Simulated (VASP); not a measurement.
The system is BeAs2.

```xyz
6
Lattice="3.6454 0.0000 0.0000 0.0000 3.6454 0.0000 0.0000 0.0000 7.5478" Properties=species:S:1:pos:R:3 pbc="T T T"
Be    0.0000    1.8227    2.1209
Be    1.8227    0.0000    5.4268
As    0.0000    0.0000    0.0000
As    1.8227    1.8227    0.0000
As    0.0000    1.8227    4.8230
As    1.8227    0.0000    2.7247
```

Base run:

- Program: VASP 6.6.1
- Functional: PBE
- Dispersion: D4
- Potentials or basis: VASP PAW PBE potentials, release 64 (Be, As)
- Cutoff: 520 eV
- k mesh: 5 × 5 × 3
- Occupations: fermi-dirac, width 0.1 eV
- Spin: no spin polarisation

Its results: band gap on the k mesh zero (bands 12 and 13 overlap by 1.06 eV); pressure -5.0 GPa; largest force 0.720 eV/Å.

Q: The run is repeated on the same cell with these changes: functional from PBE to r2SCAN; dispersion from D4 to none. What comes out?

A: Band gap on the k mesh zero (bands 12 and 13 overlap by 1.09 eV); pressure -2.8 GPa; largest force 0.836 eV/Å.

Several settings changed at once.

Caveats: the stress differs along the axes, from -10 to -3 GPa (at least some runs); the stress differs along the axes, from -7 to -1 GPa (at least some runs); the PAW data sets were made with another functional, which shifts forces and pressure a little (at least some runs).
